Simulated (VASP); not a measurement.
Write the native input for VASP 6.6.1 that does the following.

```
Task                   : single point
Functional             : PBEsol
Potentials or basis    : VASP PAW PBE potentials, release 64 (Ag, O)
Cutoff                 : 520 eV
k mesh                 : 18 × 18 × 18
Occupations            : gaussian, width 0.15 eV
Spin                   : no spin polarisation
Dipole correction      : no
Further INCAR settings : ALGO = Normal; EDIFF = 1e-06; NBANDS = 16
```

The structure of AgO lies in POSCAR:

```
AgO
1.0
    0.0000000000      2.7030246817      1.9110384500
    2.7030246817      0.0000000000      1.9110384500
    2.7030246817      2.7030246817      0.0000000000
Ag O
1 1
Direct
    0.0000000000      0.0000000000      0.0000000000
    0.7500000000      0.7500000000      0.7500000000
```

This cell differs from its parent crystal: ratio of the length along z to the lengths across it x 0.707, volume and fractional coordinates fixed.

The input as run:

INCAR

```
  PREC = Accurate
  ENCUT = 520
  EDIFF = 1E-6
  ISMEAR = 0
  SIGMA = 0.15
  LREAL = F
  LASPH = T
  NELM = 80
  ALGO = Normal
  ISIF = 2
  LWAVE = F
  LCHARG = F
  GGA = PS
  NBANDS = 16
```

KPOINTS

```
Automatic mesh
0
Gamma
  18 18 18
```

Potentials or basis: VASP PAW PBE potentials, release 64 (Ag, O).

Run with:

```console
$ cat potpaw_PBE.64/Ag/POTCAR potpaw_PBE.64/O/POTCAR > POTCAR
$ mpirun -np 1 vasp_std > vasp.out
```

Results of the run:

```json
{
 "Pressure": "2.0 GPa",
 "Band gap on the k mesh": "zero (an odd number of electrons rules out a gap without spin polarisation)"
}
```

Caveat: the PAW data sets were made with another functional, which shifts forces and pressure a little; an odd number of electrons without spin polarisation forces a metal; a magnetic or distorted state may lie lower.

Wall time 6 min on 1 thread of Intel Xeon 8259CL, on a shared host, peak memory 0.33 GiB.
